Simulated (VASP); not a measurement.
# Mg32HS32 (a cell with a defect) in VASP: further runs

Mg32HS32 (a cell with a defect) is run at these levels: PBEsol; tasks: single point, relaxation of the atoms.

All numbers are computed with VASP 6.6.1; they aren't measurements. Logs are shortened: lines on timing, memory, paths and dates and some standing lists are left out, and cuts for length are marked.

### Step 1. The cell of the first run

The cell holds a defect, 65 atoms: a = 10.364 Å, b = 10.364 Å, c = 10.364 Å, α = 90.00°, β = 90.00°, γ = 90.00°.

### Step 2. Single point, PBEsol, collinear spin

INCAR reads:

```
PREC     = Accurate       # precision mode
ENCUT    = 400            # plane-wave cutoff, eV
EDIFF    = 1E-6           # SCF threshold, eV
ISMEAR   = -1             # smearing method
SIGMA    = 0.05           # smearing width, eV
LREAL    = Auto         
LASPH    = True           # aspherical terms in the spheres
NELM     = 200            # most SCF steps
ALGO     = Normal         # electronic algorithm
ISIF     = 2              # what is computed and relaxed
LWAVE    = False          # write WAVECAR
LCHARG   = False          # write CHGCAR
ISPIN    = 2              # spin polarisation
MAGMOM   = 0 0 0 0.111 0 0 0 0 0 0 0 0 0 0.111 0 0 0 0 0 0 0 0 0.111 0 0.111 0 0 0 0 0 0 0 0 0 0 0 0 0 0 0.111 0 0.111 0 0 0 0 0 0 0 0 0.111 0 0 0 0 0 0 0 0 0 0.111 0 0 0 0.111 # initial moments
LORBIT   = 11             # projections on sites
GGA      = PS             # functional
ISYM     = -1           
NBANDS   = 170            # bands
GGA_COMPAT= False
```

KPOINTS reads:

```
explicit points
1
Reciprocal
  0.25000000   0.25000000   0.25000000 1
```

POSCAR reads:

```
Mg32HS32
1.0
   10.3639610000      0.0000000000      0.0000000000
    0.0000000000     10.3639610000      0.0000000000
    0.0000000000      0.0000000000     10.3639610000
S Mg H
32 32 1
Direct
    0.2494690000      0.9992690000      0.9994110000
    0.2495690000      0.0002050000      0.4997130000
    0.2495700000      0.4996540000      0.0005530000
    0.2442130000      0.5034680000      0.5038230000
    0.7494610000      0.9996530000      0.9998580000
    0.7499660000      0.9989340000      0.4998570000
    0.7500760000      0.4997170000      0.9989050000
    0.7483130000      0.4991970000      0.4993820000
    0.9992090000      0.2495650000      0.9996900000
    0.9999900000      0.2495920000      0.4998570000
    0.9995300000      0.7496240000      0.9999010000
    0.9988050000      0.7500300000      0.4997680000
    0.4994330000      0.2497460000      0.0006590000
    0.5035530000      0.2441510000      0.5042040000
    0.4995700000      0.7502810000      0.9992250000
    0.4991590000      0.7483840000      0.4995240000
    0.9992380000      0.9994200000      0.2499010000
    0.9996610000      0.9995720000      0.7498250000
    0.0002860000      0.4996320000      0.2500160000
    0.9988760000      0.4995430000      0.7503700000
    0.4994130000      0.0003740000      0.2500160000
    0.4996680000      0.9990280000      0.7504680000
    0.5039430000      0.5042370000      0.2440160000
    0.4991660000      0.4993120000      0.7486140000
    0.2459120000      0.2460930000      0.2462660000
    0.2495990000      0.2498060000      0.7490540000
    0.2496570000      0.7488580000      0.2498760000
    0.2495070000      0.7501310000      0.7501460000
    0.7485580000      0.2498950000      0.2501160000
    0.7501460000      0.2496780000      0.7503850000
    0.7501330000      0.7503040000      0.2498860000
    0.7494470000      0.7497850000      0.7497210000
    0.9996200000      0.9993450000      0.9997790000
    0.9992960000      0.9992050000      0.5000180000
    0.9995270000      0.4993780000      0.9998560000
    0.9968060000      0.5000060000      0.5006930000
    0.4998410000      0.9994640000      0.9997680000
    0.5000380000      0.9968770000      0.5004840000
    0.5000310000      0.5002760000      0.9973510000
    0.4981870000      0.4982350000      0.4985290000
    0.2494820000      0.2490240000      0.9980800000
    0.2507560000      0.2507880000      0.4987760000
    0.2495690000      0.7496570000      0.9999110000
    0.2485790000      0.7515770000      0.5001740000
    0.7496450000      0.2496890000      0.0000400000
    0.7515160000      0.2484840000      0.5004770000
    0.7493970000      0.7497420000      0.9997980000
    0.7493260000      0.7495060000      0.4998890000
    0.2493480000      0.9978780000      0.2493000000
    0.2497890000      0.9995600000      0.7496220000
    0.2506690000      0.4989130000      0.2509690000
    0.2487150000      0.5000420000      0.7518340000
    0.7497470000      0.9998570000      0.2497850000
    0.7495990000      0.9994590000      0.7495410000
    0.7517310000      0.5002770000      0.2490380000
    0.7495650000      0.4996050000      0.7496770000
    0.9977880000      0.2492430000      0.2500380000
    0.9998080000      0.2493460000      0.7500230000
    0.9994770000      0.7497020000      0.2497040000
    0.9994880000      0.7494500000      0.7499780000
    0.4985230000      0.2511150000      0.2512410000
    0.5004840000      0.2486180000      0.7520340000
    0.5001430000      0.7520130000      0.2490550000
    0.4995580000      0.7495470000      0.7498630000
    0.3797540000      0.3792880000      0.3779460000
```

Potentials or basis: VASP PAW PBE potentials, release 64 (S, Mg, H).

Started as:

```sh
cat potpaw_PBE.64/S/POTCAR potpaw_PBE.64/Mg/POTCAR potpaw_PBE.64/H/POTCAR > POTCAR
mpirun -np 1 vasp_std > vasp.out
```

OUTCAR:

```text
PREC = Accurate
   ENCUT = 400
   EDIFF = 1E-6
   ISMEAR = -1
   LREAL = Auto
   LASPH = True
   NELM = 200
   ISIF = 2
   ISPIN = 2
   LORBIT = 11
   GGA = PS
   ISYM = -1

 ion  position               nearest neighbor table
   1  0.249  0.999  0.999-  43 2.59  41 2.59  50 2.59  33 2.59  49 2.59  37 2.59
   2  0.250  0.000  0.500-  44 2.58  50 2.59  34 2.59  49 2.60  38 2.60  42 2.60
   3  0.250  0.500  0.001-  52 2.58  43 2.59  35 2.59  51 2.60  39 2.60  41 2.60
   4  0.244  0.503  0.504-  36 2.56  52 2.57  44 2.57  42 2.62  51 2.62  40 2.63
   5  0.749  1.000  1.000-  37 2.59  47 2.59  53 2.59  45 2.59  33 2.59  54 2.59
   6  0.750  0.999  0.500-  34 2.58  48 2.59  46 2.59  54 2.59  38 2.59  53 2.59
[... 79 lines left out ...]
  60  0.999  0.749  0.750-  20 2.59  11 2.59  28 2.59  32 2.59  18 2.59  12 2.59  52 3.65  36 3.66
                            44 3.66
  61  0.499  0.251  0.251-  65 2.24  29 2.59  13 2.60  21 2.60  25 2.62  14 2.62  23 2.63  40 3.62
                            42 3.63  51 3.63
  62  0.500  0.249  0.752-  14 2.57  13 2.58  22 2.59  30 2.59  24 2.60  26 2.60  37 3.64  39 3.64
                            41 3.64  45 3.64  54 3.65
  63  0.500  0.752  0.249-  23 2.57  21 2.57  15 2.59  31 2.59  16 2.60  27 2.60  38 3.64  49 3.64
                            37 3.64  53 3.65  47 3.65
  64  0.500  0.750  0.750-  15 2.58  22 2.59  32 2.59  28 2.59  24 2.59  16 2.59  38 3.64  39 3.64

  65  0.380  0.379  0.378-  40 2.14  61 2.24  51 2.25  42 2.26

IMPORTANT INFORMATION: All symmetrisations will be switched off!
NOSYMM: (Re-)initialisation of all symmetry stuff for point group C_1.

----------------------------------------------------------------------------------------

                                     Primitive cell

  volume of cell :    1113.2105

  direct lattice vectors                    reciprocal lattice vectors
    10.363961000  0.000000000  0.000000000     0.096488206  0.000000000  0.000000000
     0.000000000 10.363961000  0.000000000     0.000000000  0.096488206  0.000000000
     0.000000000  0.000000000 10.363961000     0.000000000  0.000000000  0.096488206

  length of vectors
    10.363961000 10.363961000 10.363961000     0.096488206  0.096488206  0.096488206

  position of ions in fractional coordinates (direct lattice)
     0.249469000  0.999269000  0.999411000
     0.249569000  0.000205000  0.499713000
     0.249570000  0.499654000  0.000553000
     0.244213000  0.503468000  0.503823000
     0.749461000  0.999653000  0.999858000
     0.749966000  0.998934000  0.499857000
[... 57 lines left out ...]
     0.499558000  0.749547000  0.749863000
     0.379754000  0.379288000  0.377946000

  ion indices of the primitive-cell ions
   primitive index   ion index
                 1           1
                 2           2
                 3           3
                 4           4
                 5           5
                 6           6
[... 57 lines left out ...]
                64          64
                65          65

----------------------------------------------------------------------------------------

 KPOINTS: explicit points

Read explicit list of k-points.

 Found      1 k-points:

 Following reciprocal coordinates:
            Coordinates               Weight
  0.250000  0.250000  0.250000      1.000000
   k-points           NKPTS =      1   k-points in BZ     NKDIM =      1   number of bands    NBANDS=    170
   number of dos      NEDOS =    301   number of ions     NIONS =     65
   total plane-waves  NPLWV = 343000
   dimension x,y,z NGX =    70 NGY =   70 NGZ =   70
   dimension x,y,z NGXF=   140 NGYF=  140 NGZF=  140
   ions per type =              32  32   1
   NGX,Y,Z   is equivalent  to a cutoff of  11.23, 11.23, 11.23 a.u.
   NGXF,Y,Z  is equivalent  to a cutoff of  22.46, 22.46, 22.46 a.u.
 SYSTEM =  unknown system
   PREC   = accura    normal or accurate (medium, high low for compatibility)
   ISTART =      0    job   : 0-new  1-cont  2-samecut
   ICHARG =      2    charge: 1-file 2-atom 10-const
   ISPIN  =      2    spin polarized calculation?
   LNONCOLLINEAR =      F non collinear calculations
   LSORBIT =      F    spin-orbit coupling
   LASPH  =      T    aspherical Exc in radial PAW
   ENCUT  =  400.0 eV  29.40 Ry    5.42 a.u.  16.90 16.90 16.90*2*pi/ulx,y,z
   NELM   =    200;   NELMIN=  2; NELMDL= -5     # of ELM steps
   EDIFF  = 0.1E-05   stopping-criterion for ELM
   LREAL  =      T    real-space projection
   EDIFFG = 0.1E-04   stopping-criterion for IOM
   NSW    =      0    number of steps for IOM
   IBRION =     -1    ionic relax: 0-MD 1-quasi-New 2-CG
   NFREE  =      0    steps in history (QN), initial steepest desc. (CG)
   ISIF   =      2    stress and relaxation
   ISYM   =     -1    0-nonsym 1-usesym 2-fastsym
   POTIM  = 0.5000    time-step for ionic-motion
   TEBEG  =    0.0;   TEEND  =   0.0 temperature during run
   PSTRESS=    0.0 pullay stress
   NELECT =     257.0000    total number of electrons
   NUPDOWN=      -1.0000    fix difference up-down
   EMIN   =  10.00;   EMAX   =-10.00  energy-range for DOS
   EFERMI =   0.00;   METHOD = LEGACY
   ISMEAR =    -1;   SIGMA  =   0.05  broadening in eV -4-tet -1-fermi 0-gaus
   EFERMI_NEDOS =   21; number of points for ismear=-14 and -15
   IALGO  =     38    algorithm
   IMIX   =      4    mixing-type and parameters
     AMIX     =   0.40;   BMIX     =  1.00
     AMIX_MAG =   1.60;   BMIX_MAG =  1.00
  volume/ion in A,a.u.               =      17.13       115.57
  Fermi-wavevector in a.u.,A,eV,Ry     =   1.004292  1.897837 13.722875  1.008603
  Thomas-Fermi vector in A             =   2.136899
   LORBIT       =     11    0 simple, 1 ext, 2 COOP (PROOUT), +10 PAW based schemes
   GGA     = PS    functional components
   LHFCALC =     F    Hartree Fock is set to
   AEXX    =    0.0000 exact exchange contribution
   IVDW    =     0    specifies the selected vdW correction
   LEPSILON=     F    determine dielectric tensor
   LRPA    =     F    only Hartree local field effects (RPA)
 spin polarized calculation
  energy-cutoff  :      400.00
  volume of cell :     1113.21
 maximum number of plane-waves:     20186
 NGX is ok and might be reduce to    70
   NGX = 33   NGY = 33   NGZ = 33

 number of electron     256.9999937 magnetization       0.9998202

 Free energy of the ion-electron system (eV)
  ---------------------------------------------------
  ext. energy  EPLUGINS =         0.00000000
  ---------------------------------------------------
  free energy    TOTEN  =      -291.14497776 eV

  energy without entropy =     -291.14489446  energy(sigma->0) =     -291.14493611

 E-fermi :   5.5665     XC(G=0):  -9.9030

 val. band max:        5.0946728117   @ k =   0.2500   0.2500   0.2500
 cond. band min:       6.0382396245   @ k =   0.2500   0.2500   0.2500
 fundamental gap:      0.9435668127
 Fermi energy:         5.5664561874

 spin component 1

 k-point     1 :       0.2500    0.2500    0.2500
  band No.  band energies     occupation
      1      -8.8321      1.00000
      2      -8.4706      1.00000
      3      -8.4297      1.00000
      4      -8.4283      1.00000
      5      -8.1355      1.00000
      6      -8.1053      1.00000
[... 132 lines left out ...]
    139       8.4197      0.00000
    140       8.4384      0.00000
 Fermi energy:         5.5664561874

 spin component 2

 k-point     1 :       0.2500    0.2500    0.2500
  band No.  band energies     occupation
      1      -8.8101      1.00000
      2      -8.4336      1.00000
      3      -8.4199      1.00000
      4      -8.4184      1.00000
      5      -8.1071      1.00000
      6      -8.0955      1.00000
[... 132 lines left out ...]
    139       8.4332      0.00000
    140       8.4505      0.00000
 [bands above 140 left out]

------------------------ aborting loop because EDIFF is reached ----------------------------------------

  FORCE on cell =-STRESS in cart. coord.  units (eV):
  Direction    XX          YY          ZZ          XY          YZ          ZX
  --------------------------------------------------------------------------------------
  -------------------------------------------------------------------------------------
  Total        0.6354476      0.6453345      0.6567076     -2.9840058     -3.0523655     -3.0263149
  in kB        0.9145617      0.9287913      0.9451600     -4.2947010     -4.3930870     -4.3555940
  external PRESSURE =       0.9295044 kB  Pullay stress =       0.0000000 kB

 VOLUME and BASIS-vectors are now :
 -----------------------------------------------------------------------------
  energy-cutoff  :      400.00
  volume of cell :     1113.21
      direct lattice vectors                 reciprocal lattice vectors
    10.363961000  0.000000000  0.000000000     0.096488206  0.000000000  0.000000000
     0.000000000 10.363961000  0.000000000     0.000000000  0.096488206  0.000000000
     0.000000000  0.000000000 10.363961000     0.000000000  0.000000000  0.096488206

 POSITION                                       TOTAL-FORCE (eV/Angst)
 -----------------------------------------------------------------------------------
      2.58549     10.35638     10.35786         0.006484      0.000488      0.003471
      2.58652      0.00212      5.17901         0.004973      0.005689     -0.006285
      2.58653      5.17839      0.00573         0.007643     -0.010053     -0.001923
      2.53101      5.21792      5.22160        -0.007123      0.004184     -0.001110
      7.76738     10.36036     10.36249         0.013030      0.004662     -0.002117
      7.77262     10.35291      5.18050         0.000968     -0.002143     -0.004703
[... 57 lines left out ...]
      5.17740      7.76828      7.77155        -0.002382      0.000981      0.000764
      3.93576      3.93093      3.91702        -0.001558      0.000439      0.006361
 -----------------------------------------------------------------------------------
    total drift:                                0.002446      0.008683      0.003386

  FREE ENERGIE OF THE ION-ELECTRON SYSTEM (eV)
  ---------------------------------------------------
  free  energy   TOTEN  =      -291.1449777598 eV

  energy  without entropy=     -291.1448944630  energy(sigma->0) =     -291.14493611

 total charge

# of ion       s       p       d       tot
------------------------------------------
    1        1.309   2.483   0.000   3.792
    2        1.309   2.483   0.000   3.792
    3        1.309   2.483   0.000   3.792
    4        1.317   2.463   0.000   3.780
    5        1.309   2.483   0.000   3.792
    6        1.309   2.484   0.000   3.793
[... 57 lines left out ...]
   64        0.139   0.132   0.041   0.312
   65        0.463   0.012   0.000   0.475
--------------------------------------------------
tot         46.807  83.614   1.322 131.743

 magnetization (x)

# of ion       s       p       d       tot
------------------------------------------
    1        0.000   0.004   0.000   0.004
    2        0.000   0.000   0.000   0.000
    3        0.000   0.000   0.000   0.000
    4        0.007   0.050   0.000   0.057
    5       -0.000   0.000   0.000   0.000
    6        0.001   0.001   0.000   0.001
[... 57 lines left out ...]
   64        0.000   0.000   0.000   0.000
   65        0.237   0.001   0.000   0.238
--------------------------------------------------
tot          0.277   0.233   0.009   0.519
```

Run time: 6.4 min. Hardware: 1 thread of AMD EPYC 9R45 (Zen 5), shared host; peak memory 1 GiB.

Results:

| Item | Value |
| --- | --- |
| Free energy | -291.1450 eV |
| Pressure | 0.1 GPa |
| Largest force | 0.020 eV/Å |
| Band gap on the k mesh | 0.94 eV |
| Net moment | 1.00 μB per cell |
| Site moments | S +0.00, +0.06, +0.05, -0.00, +0.01 (each value once); Mg +0.00; H +0.24 μB |
| Valence electrons inside the program's atomic spheres | S 3.79, 3.78 (each value once); Mg 0.31, 0.32, 0.30 (each value once); H 0.47 |

Forces on the atoms (eV/Å):
```
S    0.006  0.000  0.003
S    0.005  0.006 -0.006
S    0.008 -0.010 -0.002
S   -0.007  0.004 -0.001
S    0.013  0.005 -0.002
S    0.001 -0.002 -0.005
S    0.002  0.000  0.015
S   -0.011 -0.004  0.002
S    0.007 -0.009  0.006
S    0.013  0.002  0.001
S    0.000 -0.003 -0.002
S    0.001 -0.003  0.007
S    0.003  0.003  0.001
S    0.000 -0.004 -0.006
S   -0.002 -0.003 -0.003
S   -0.007 -0.007 -0.006
S    0.006 -0.002 -0.004
S   -0.003 -0.003  0.005
S   -0.003 -0.009  0.005
S    0.003  0.003  0.003
S    0.004  0.008  0.002
S   -0.002 -0.005 -0.004
S   -0.005 -0.006  0.012
S   -0.001 -0.008 -0.001
S    0.007  0.005  0.008
S    0.016 -0.003 -0.004
S    0.004 -0.001  0.008
S    0.002 -0.007  0.006
S    0.001  0.002  0.001
S    0.000 -0.008  0.000
S   -0.006 -0.004 -0.002
S    0.001 -0.017  0.000
Mg  -0.006  0.013  0.002
Mg   0.008  0.008 -0.004
Mg  -0.004  0.008 -0.002
Mg   0.007  0.005 -0.008
Mg  -0.010  0.006  0.003
Mg  -0.002  0.005  0.000
Mg   0.004  0.000 -0.016
Mg   0.005  0.005  0.006
Mg  -0.014  0.012  0.000
Mg   0.001  0.000 -0.003
Mg   0.000 -0.002 -0.007
Mg   0.000 -0.006  0.003
Mg  -0.001  0.000 -0.003
Mg  -0.007  0.011 -0.002
Mg   0.005 -0.006  0.000
Mg   0.006 -0.001 -0.004
Mg  -0.007  0.003  0.006
Mg  -0.007  0.006  0.005
Mg   0.006 -0.014  0.002
Mg   0.001  0.002 -0.003
Mg  -0.008 -0.002  0.000
Mg   0.002  0.008  0.013
Mg  -0.002  0.000 -0.010
Mg  -0.003  0.003  0.003
Mg  -0.001  0.004 -0.019
Mg  -0.005  0.008  0.001
Mg   0.005 -0.001  0.008
Mg   0.001  0.003 -0.008
Mg  -0.004 -0.005 -0.001
Mg  -0.018  0.009 -0.002
Mg  -0.002 -0.007 -0.003
Mg  -0.002  0.001  0.001
H   -0.002  0.000  0.006
```

Stress tensor (GPa, compression positive):
```
 0.09 -0.43 -0.44
-0.43  0.09 -0.44
-0.44 -0.44  0.09
```

Caveat: the PAW data sets were made with another functional, which shifts forces and pressure a little.

[end of part 1 of 2]
